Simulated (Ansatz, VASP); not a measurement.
**NiPt5 in VASP and in Ansatz**

```
Ni Pt
1.0
     2.76142    0.00000    0.00000
    -1.38071    2.39146    0.00000
     0.00000    0.00000   13.55415
Ni Pt
1 5
Direct
  0.00000 0.00000 0.00000
  0.33333 0.66667 0.84745
  0.66667 0.33333 0.67296
  0.00000 0.00000 0.50000
  0.33333 0.66667 0.32704
  0.66667 0.33333 0.15255
```

Alike in both runs: functional PBE; k mesh 6 × 6 × 2; occupations gaussian, width 0.1 eV; collinear spin.

Ansatz relaxed the structure, and its values are those at the end. VASP's run is a single point on that final structure, the one shown.

```csv
,VASP,Ansatz
version,VASP 6.6.1,Ansatz 0.2.0
potentials or method,"VASP PAW PBE potentials, release 64 (Ni, Pt), cutoff 520 eV","scalar-relativistic, plane waves, PAW"
valence electrons in the cell,60,108
```

|  | VASP | Ansatz | Ansatz less VASP |
| --- | --- | --- | --- |
| gap on the k mesh at the Fermi level (eV) | none | none | - |
| pressure (GPa) | -0.6 | -0.1 | +0.49 |
| rms of the force components (eV/Å) | 0.007 | 0.009 | +0.0020 |
| net moment per atom (μB) | 0.21 | 0.22 | +0.007 |
| size of the moment on the site where the two differ most (μB) | 0.79 | 0.82 | +0.038 |

Site moments also hang on the region over which each program counts them. A gap of «none» marks a metal or a gap that the smearing closes. VASP's potentials hold 60 valence electrons a cell and Ansatz's 108, so a difference there can come from the potentials and not from the codes.

The k mesh is coarse, so the values compare programs but aren't converged. Neither program's run includes spin-orbit coupling.
